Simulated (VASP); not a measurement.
# Be: single point with PBE

Be:

```
CELL_PARAMETERS angstrom
2.29950 0.00000 0.00000
-1.14975 1.99143 0.00000
0.00000 0.00000 3.60090
ATOMIC_POSITIONS crystal
Be 0.48398 0.96796 0.25000
Be 0.66667 0.33333 0.75000
```

This cell differs from its parent crystal: atom 1 (Be) moved by (+0.600, +0.000) A along y and z.

```
Program             : VASP 6.6.1
Task                : single point
Functional          : PBE
Potentials or basis : VASP PAW PBE potentials, release 64 (Be)
Cutoff              : 520 eV
k mesh              : 24 × 24 × 14
Occupations         : gaussian, width 0.15 eV
Spin                : no spin polarisation
```

| Item | Value |
| --- | --- |
| Pressure | 3.1 GPa |
| Largest force | 2.358 eV/Å |
| Band gap on the k mesh | zero (band 2 reaches 7.82 eV, above the bottom of band 3 at 6.34 eV) |

Forces on the atoms (eV/Å):
```
Be   0.000 -2.358  0.000
Be   0.000  2.358  0.000
```

Stress tensor (GPa, compression positive):
```
-14.16   0.00   0.00
  0.00  -2.54   0.00
  0.00   0.00  26.10
```

Levels at points of the mesh, in eV from the Fermi level:
```tsv
k point	band 1	band 2	band 3	band 4	band 5
(0.00, 0.00, 0.00)	-11.40	-4.76	0.83	15.24	15.35
(0.50, 0.00, 0.00)	-5.57	-2.36	1.87	4.47	7.72
(0.00, 0.50, 0.00)	-5.04	-3.67	2.68	6.10	6.55
(0.00, 0.00, 0.50)	-9.28	-9.28	9.83	9.83	16.43
(0.50, 0.00, 0.50)	-3.40	-3.40	0.24	0.24	10.94
(0.00, 0.50, 0.50)	-3.94	-3.94	1.34	1.34	11.28
```

Wall time 61 s on 1 thread of Intel(R) Xeon(R) 6975P-C (Granite Rapids), with other jobs on the host, peak memory 0.26 GiB.

Caveat: the cell differs from its parent crystal (atom 1 (Be) moved by (+0.600, +0.000) A along y and z); forces of over 1 eV/Å act on the atoms, so gaps and moduli don't describe the material at rest.
